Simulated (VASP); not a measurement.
Runs of VASP 6.6.1 on Cu. It takes space group Cmcm (No. 63, orthorhombic). Conventional cell: a = 2.437 Å, b = 7.953 Å, c = 2.475 Å, α = 90.00°, β = 90.00°, γ = 90.00°. Cu (site symmetry m2m) has 10 Cu at 2.44 to 2.54 Å within 3.2 Å. 

```csv
smearing,gap on the mesh (eV),pressure (GPa),largest force (eV/Å)
methfessel-paxton 0.1 eV,none,-6.8,0.05
methfessel-paxton 0.3 eV,none,-6.9,0.05
methfessel-paxton 0.2 eV,none,-6.8,0.05
methfessel-paxton 0.5 eV,none,(a),0.04
```

Alike in all rows: task single point; level LDA; potentials or basis VASP PAW LDA potentials, release 64 (Cu); no spin polarisation; cell as given; k mesh 13 × 13 × 12; cutoff (eV) 520.

Task: Fill in the values left out.

Result: (a) -6.6.

A gap of «none» marks levels without a gap at the run's occupations.
